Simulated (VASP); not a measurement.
Here is a VASP 6.6.1 calculation.

Contents of INCAR:

```
PREC = Accurate
ENCUT = 500
EDIFF = 1E-6
ISMEAR = -1
SIGMA = 0.05
LREAL = False
LASPH = True
NELM = 120
ALGO = Normal
ISIF = 2
LWAVE = False
LCHARG = False
GGA = PS
NBANDS = 19
GGA_COMPAT = False
```

The input KPOINTS:

```
Automatic mesh
0
Gamma
  13 13 7
```

Contents of POSCAR:

```
Ti
1.0
    2.9302007457      0.0000000000      0.0000000000
   -1.4651003729      2.5376282840      0.0000000000
    0.0000000000      0.0000000000      4.6485896576
Ti
2
Direct
    0.3333333333      0.6666666667      0.2500000000
    0.6666666667      0.3333333333      0.7500000000
```

Potentials or basis: VASP PAW PBE potentials, release 64 (Ti_sv).

The run is started by

```console
$ cat potpaw_PBE.64/Ti_sv/POTCAR > POTCAR
$ mpirun -np 1 vasp_std > vasp.out
```

Problem. What does it give for the pressure?

Solution. -3.9 GPa.

Problem. What does it give for the band gap on the k mesh?

Solution. Zero (bands 12 and 13 overlap by 1.11 eV).

Stress tensor (GPa, compression positive):
```
-3.83  0.00  0.00
 0.00 -3.83  0.00
 0.00  0.00 -4.12
```

Caveat: the cell stands under tension; the PAW data sets were made with another functional, which shifts forces and pressure a little.
